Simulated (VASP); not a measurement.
# Be3Ni (I4/mmm) in VASP: a series of runs, part 2 of 3

VASP 6.6.1. Earlier steps stand in the parts before.

## Step 3: Single point, LDA, collinear spin, ferromagnetic start

This run uses another cell than the first one, of 7.72 Å³/atom.

The input, INCAR:

```
PREC     = Accurate       # precision mode
ENCUT    = 520            # plane-wave cutoff, eV
EDIFF    = 1E-6           # SCF threshold, eV
ISMEAR   = -1             # smearing method
SIGMA    = 0.1            # smearing width, eV
LREAL    = F              # projectors in reciprocal space
LASPH    = T              # aspherical terms in the spheres
NELM     = 150            # most SCF steps
ALGO     = Normal         # electronic algorithm
ISIF     = 2              # what is computed and relaxed
LWAVE    = F              # write WAVECAR
LCHARG   = T              # write CHGCAR
ISPIN    = 2              # spin polarisation
MAGMOM   = 0 0 0 1.5      # initial moments
LORBIT   = 11             # projections on sites
LMAXMIX  = 4              # l up to which the mixer works
GGA      = CA             # functional
LELF     = T              # ELF
LVHAR    = T            
NBANDS   = 20             # bands
```

The input, KPOINTS:

```
Automatic mesh
0
Gamma
  10 10 10
```

The input, POSCAR:

```
Be3Ni
1.0
   -1.5265484031      1.5265484031      3.3111910788
    1.5265484031     -1.5265484031      3.3111910788
    1.5265484031      1.5265484031     -3.3111910788
Be Ni
3 1
Direct
    0.7500000000      0.2500000000      0.5000000000
    0.2500000000      0.7500000000      0.5000000000
    0.5000000000      0.5000000000      0.0000000000
    0.0000000000      0.0000000000      0.0000000000
```

Potentials or basis: VASP PAW LDA potentials, release 64 (Be, Ni).

Command:

```sh
cat potpaw_LDA.64/Be/POTCAR potpaw_LDA.64/Ni/POTCAR > POTCAR
mpirun -np 1 vasp_std > vasp.out
```

OUTCAR:

```text
PREC = Accurate
   ENCUT = 520
   EDIFF = 1E-6
   ISMEAR = -1
   LREAL = F
   LASPH = T
   NELM = 150
   ISIF = 2
   ISPIN = 2
   LORBIT = 11
   GGA = CA

 ion  position               nearest neighbor table
   1  0.750  0.250  0.500-   2 2.16   2 2.16   2 2.16   2 2.16   4 2.25   3 2.25   4 2.25   4 2.25
                             3 2.25   3 2.25   4 2.25   3 2.25
   2  0.250  0.750  0.500-   1 2.16   1 2.16   1 2.16   1 2.16   4 2.25   3 2.25   4 2.25   3 2.25
                             4 2.25   4 2.25   3 2.25   3 2.25
   3  0.500  0.500  0.000-   4 2.16   4 2.16   4 2.16   4 2.16   2 2.25   1 2.25   2 2.25   1 2.25
                             2 2.25   2 2.25   1 2.25   1 2.25
   4  0.000  0.000  0.000-   3 2.16   3 2.16   3 2.16   3 2.16   2 2.25   1 2.25   2 2.25   2 2.25
                             1 2.25   1 2.25   2 2.25   1 2.25

  LATTYP: Found a body centered tetragonal cell.
 ALAT       =     3.0530968062
 C/A-ratio  =     2.1690704809

  Lattice vectors:

 A1 = (  -1.5265484031,   1.5265484031,   3.3111910788)
 A2 = (   1.5265484031,  -1.5265484031,   3.3111910788)
 A3 = (   1.5265484031,   1.5265484031,  -3.3111910788)

Analysis of symmetry for initial positions (statically):
=====================================================================
 Subroutine PRICEL returns:
 Original cell was already a primitive cell.

 Routine SETGRP: Setting up the symmetry group for a
 body centered tetragonal supercell.

 Subroutine GETGRP returns: Found 16 space group operations
 (whereof 16 operations were pure point group operations)
 out of a pool of 16 trial point group operations.

The static configuration has the point symmetry D_4h.

Analysis of symmetry for dynamics (positions and initial velocities):
=====================================================================
 Subroutine PRICEL returns:
 Original cell was already a primitive cell.

 Routine SETGRP: Setting up the symmetry group for a
 body centered tetragonal supercell.

 Subroutine GETGRP returns: Found 16 space group operations
 (whereof 16 operations were pure point group operations)
 out of a pool of 16 trial point group operations.

The dynamic configuration has the point symmetry D_4h.

Analysis of structural, dynamic, and magnetic symmetry:
=====================================================================
 Subroutine PRICEL returns:
 Original cell was already a primitive cell.

 Routine SETGRP: Setting up the symmetry group for a
 body centered tetragonal supercell.

 Subroutine GETGRP returns: Found 16 space group operations
 (whereof 16 operations were pure point group operations)
 out of a pool of 16 trial point group operations.

The overall configuration has the point symmetry D_4h.

 Subroutine INISYM returns: Found 16 space group operations
 (whereof 16 operations are pure point group operations),
 and found     1 'primitive' translations

----------------------------------------------------------------------------------------

                                     Primitive cell

  volume of cell :      30.8649

  direct lattice vectors                    reciprocal lattice vectors
    -1.526548403  1.526548403  3.311191079     0.000000000  0.327536290  0.151003064
     1.526548403 -1.526548403  3.311191079     0.327536290  0.000000000  0.151003064
     1.526548403  1.526548403 -3.311191079     0.327536290  0.327536290  0.000000000

[... 84 lines left out ...]
   LASPH  =      T    aspherical Exc in radial PAW
   ENCUT  =  520.0 eV  38.22 Ry    6.18 a.u.   7.35  7.35  7.35*2*pi/ulx,y,z
   NELM   =    150;   NELMIN=  2; NELMDL= -5     # of ELM steps
   EDIFF  = 0.1E-05   stopping-criterion for ELM
   LREAL  =      F    real-space projection
   EDIFFG = 0.1E-04   stopping-criterion for IOM
   NSW    =      0    number of steps for IOM
   IBRION =     -1    ionic relax: 0-MD 1-quasi-New 2-CG
   NFREE  =      0    steps in history (QN), initial steepest desc. (CG)
   ISIF   =      2    stress and relaxation
   ISYM   =      2    0-nonsym 1-usesym 2-fastsym
   POTIM  = 0.5000    time-step for ionic-motion
   TEBEG  =    0.0;   TEEND  =   0.0 temperature during run
   PSTRESS=    0.0 pullay stress
   NELECT =      16.0000    total number of electrons
   NUPDOWN=      -1.0000    fix difference up-down
   EMIN   =  10.00;   EMAX   =-10.00  energy-range for DOS
   EFERMI =   0.00;   METHOD = LEGACY
   ISMEAR =    -1;   SIGMA  =   0.10  broadening in eV -4-tet -1-fermi 0-gaus
   EFERMI_NEDOS =   21; number of points for ismear=-14 and -15
   IALGO  =     38    algorithm
   IMIX   =      4    mixing-type and parameters
     AMIX     =   0.40;   BMIX     =  1.00
     AMIX_MAG =   1.60;   BMIX_MAG =  1.00
  volume/ion in A,a.u.               =       7.72        52.07
  Fermi-wavevector in a.u.,A,eV,Ry     =   1.315103  2.485184 23.531212  1.729495
  Thomas-Fermi vector in A             =   2.445309
   LORBIT       =     11    0 simple, 1 ext, 2 COOP (PROOUT), +10 PAW based schemes
   GGA     = CA    functional components
   LHFCALC =     F    Hartree Fock is set to
   AEXX    =    0.0000 exact exchange contribution
   IVDW    =     0    specifies the selected vdW correction
   LEPSILON=     F    determine dielectric tensor
   LRPA    =     F    only Hartree local field effects (RPA)
 spin polarized calculation
  energy-cutoff  :      520.00
  volume of cell :       30.86
 maximum number of plane-waves:       844
 NGX is ok and might be reduce to    30
   NGX = 15   NGY = 15   NGZ = 15

 number of electron      16.0000002 magnetization       0.0001251

 number of electron      16.0000002 magnetization      -0.0001135

 Free energy of the ion-electron system (eV)
  ---------------------------------------------------
  ext. energy  EPLUGINS =         0.00000000
  ---------------------------------------------------
  free energy    TOTEN  =       -20.39407529 eV

  energy without entropy =      -20.36539767  energy(sigma->0) =      -20.37973648

 E-fermi :   8.3371     XC(G=0): -12.0234

 val. band max:        8.2749290623   @ k =  -0.1000  -0.3000   0.1000
 cond. band min:       8.3450303936   @ k =  -0.3000  -0.3000   0.1000
 fundamental gap:      0.0701013313
 Fermi energy:         8.3370615364

 spin component 1

 k-point     1 :       0.0000    0.0000    0.0000
  band No.  band energies     occupation
      1      -2.4945      1.00000
      2       4.6727      1.00000
      3       5.0010      1.00000
      4       5.1757      1.00000
      5       5.1757      1.00000
      6       6.1075      1.00000
[... 541 lines left out ...]
     19      26.7104      0.00000
     20      29.2672      0.00000

 [... further k-points ...]

 spin component 2

 k-point     1 :       0.0000    0.0000    0.0000
  band No.  band energies     occupation
      1      -2.4945      1.00000
      2       4.6726      1.00000
      3       5.0009      1.00000
      4       5.1755      1.00000
      5       5.1755      1.00000
      6       6.1073      1.00000
[... 541 lines left out ...]
     19      26.7103      0.00000
     20      29.2672      0.00000

 [... further k-points ...]
[... 5 lines left out ...]
  --------------------------------------------------------------------------------------
  -------------------------------------------------------------------------------------
  Total        1.4528008      1.4528008      1.3874923      0.0000000     -0.0000000      0.0000000
  in kB       75.4138733     75.4138733     72.0237579      0.0000000     -0.0000000      0.0000000
  external PRESSURE =      74.2838348 kB  Pullay stress =       0.0000000 kB

 VOLUME and BASIS-vectors are now :
 -----------------------------------------------------------------------------
  energy-cutoff  :      520.00
  volume of cell :       30.86
      direct lattice vectors                 reciprocal lattice vectors
    -1.526548403  1.526548403  3.311191079     0.000000000  0.327536290  0.151003064
     1.526548403 -1.526548403  3.311191079     0.327536290  0.000000000  0.151003064
     1.526548403  1.526548403 -3.311191079     0.327536290  0.327536290  0.000000000

 POSITION                                       TOTAL-FORCE (eV/Angst)
 -----------------------------------------------------------------------------------
     -0.00000      1.52655      1.65560         0.000000     -0.000000      0.000000
      1.52655     -0.00000      1.65560        -0.000000      0.000000     -0.000000
      0.00000      0.00000      3.31119         0.000000     -0.000000     -0.000000
      0.00000      0.00000      0.00000         0.000000     -0.000000     -0.000000
 -----------------------------------------------------------------------------------
    total drift:                               -0.000000      0.000000      0.000000

  FREE ENERGIE OF THE ION-ELECTRON SYSTEM (eV)
  ---------------------------------------------------
  free  energy   TOTEN  =       -20.3940752867 eV

  energy  without entropy=      -20.3653976709  energy(sigma->0) =      -20.37973648

 total charge

# of ion       s       p       d       tot
------------------------------------------
    1        0.442   0.795   0.000   1.237
    2        0.442   0.795   0.000   1.237
    3        0.457   0.765   0.000   1.223
    4        0.572   0.750   8.469   9.791
--------------------------------------------------
tot          1.913   3.105   8.469  13.488

 magnetization (x)

# of ion       s       p       d       tot
------------------------------------------
    1        0.000   0.000   0.000   0.000
    2        0.000   0.000   0.000   0.000
    3        0.000   0.000   0.000   0.000
    4       -0.000  -0.000  -0.000  -0.000
--------------------------------------------------
tot         -0.000  -0.000  -0.000  -0.000
```

Run time: 85 s. Hardware: 1 thread of Intel Xeon 6975P-C (Granite Rapids), shared host; peak memory 0.22 GiB.

Results:

| Item | Value |
| --- | --- |
| Free energy | -20.3941 eV |
| Pressure | 7.4 GPa |
| Band gap on the k mesh | zero (filled and empty bands overlap) |
| Net moment | 0.00 μB per cell |
| Valence electrons inside the program's atomic spheres | Be 1.24, 1.22 (each value once); Ni 9.79 |

Levels at points of the mesh, in eV from the Fermi level:
Spin up:
| k point | band 6 | band 7 | band 8 | band 9 | band 10 | band 11 |
| --- | --- | --- | --- | --- | --- | --- |
| (0.00, 0.00, 0.00) | -2.23 | -2.05 | 4.01 | 4.01 | 4.03 | 4.03 |
| (0.50, 0.00, 0.00) | -2.47 | -1.56 | -0.95 | 1.21 | 5.17 | 5.65 |
| (0.50, 0.50, 0.00) | -3.17 | -3.07 | -1.69 | -0.89 | 3.79 | 4.12 |
| (0.50, 0.50, 0.50) | -2.35 | -2.20 | -0.23 | -0.23 | 7.39 | 9.00 |
Spin down:
| k point | band 5 | band 6 | band 7 | band 8 | band 9 | band 10 | band 11 | band 12 |
| --- | --- | --- | --- | --- | --- | --- | --- | --- |
| (0.00, 0.00, 0.00) | -3.16 | -2.23 | -2.05 | 4.01 | 4.01 | 4.03 | 4.03 | 6.17 |
| (0.50, 0.00, 0.00) | -2.76 | -2.47 | -1.56 | -0.95 | 1.21 | 5.17 | 5.65 | 9.11 |
| (0.50, 0.50, 0.00) | -3.21 | -3.17 | -3.07 | -1.69 | -0.89 | 3.79 | 4.12 | 6.85 |
| (0.50, 0.50, 0.50) | -2.35 | -2.35 | -2.20 | -0.23 | -0.23 | 7.39 | 9.00 | 10.04 |

Caveat: the cell stands under pressure.

## Step 4: Single point, LDA, collinear spin, ferromagnetic start

This run uses another cell than the first one, of 8.05 Å³/atom.

The input, INCAR:

```
  PREC = Accurate
  ENCUT = 520
  EDIFF = 1E-6
  ISMEAR = -1
  SIGMA = 0.1
  LREAL = F
  LASPH = T
  NELM = 150
  ALGO = Normal
  ISIF = 2
  LWAVE = F
  LCHARG = F
  ISPIN = 2
  MAGMOM = 0 0 0 1.5
  LORBIT = 11
  LMAXMIX = 4
  NBANDS = 20
```

KPOINTS is that of step 3.

The input, POSCAR:

```
Be3Ni
1.0
   -1.5483591842      1.5483591842      3.3585002002
    1.5483591842     -1.5483591842      3.3585002002
    1.5483591842      1.5483591842     -3.3585002002
Be Ni
3 1
Direct
    0.7500000000      0.2500000000      0.5000000000
    0.2500000000      0.7500000000      0.5000000000
    0.5000000000      0.5000000000      0.0000000000
    0.0000000000      0.0000000000      0.0000000000
```

Command:

```sh
cat potpaw_LDA.64/Be/POTCAR potpaw_LDA.64/Ni/POTCAR > POTCAR
mpirun -np 1 vasp_std > vasp.out
```

Wall time 86 s (1 thread of Intel Xeon 6975P-C (Granite Rapids), shared host); peak memory 0.22 GiB.

It converged, with:

| Property | Result |
| --- | --- |
| Free energy | -20.4222 eV |
| Pressure | -0.4 GPa |
| Band gap on the k mesh | zero (filled and empty bands overlap) |
| Net moment | 0.00 μB per cell |
| Valence electrons inside the program's atomic spheres | Be 1.19, 1.17 (each value once); Ni 9.71 |

Stress tensor (GPa, compression positive):
```
-0.30  0.00  0.00
 0.00 -0.30  0.00
 0.00  0.00 -0.55
```

Levels at points of the mesh, in eV from the Fermi level:
Spin up:
```
           k point  band 4  band 5  band 6  band 7  band 8  band 9  band 10  band 11  band 12  band 13
(0.00, 0.00, 0.00)   -3.01   -3.01   -2.13   -1.95    3.89    3.89     3.94     3.94     5.90     6.33
(0.50, 0.00, 0.00)   -3.14   -2.62   -2.36   -1.50   -0.92    1.16     5.05     5.48     8.88     9.97
(0.50, 0.50, 0.00)   -3.73   -3.06   -3.03   -2.94   -1.62   -0.87     3.57     3.87     6.68     7.09
(0.50, 0.50, 0.50)   -2.37   -2.24   -2.24   -2.10   -0.19   -0.19     7.16     8.65     9.79    10.01
```
Spin down:
```
           k point  band 5  band 6  band 7  band 8  band 9  band 10  band 11  band 12
(0.00, 0.00, 0.00)   -3.01   -2.13   -1.95    3.89    3.89     3.94     3.94     5.90
(0.50, 0.00, 0.00)   -2.63   -2.36   -1.50   -0.92    1.16     5.05     5.48     8.88
(0.50, 0.50, 0.00)   -3.06   -3.03   -2.94   -1.62   -0.87     3.57     3.87     6.68
(0.50, 0.50, 0.50)   -2.24   -2.24   -2.10   -0.19   -0.19     7.16     8.65     9.79
```

[end of part 2 of 3]
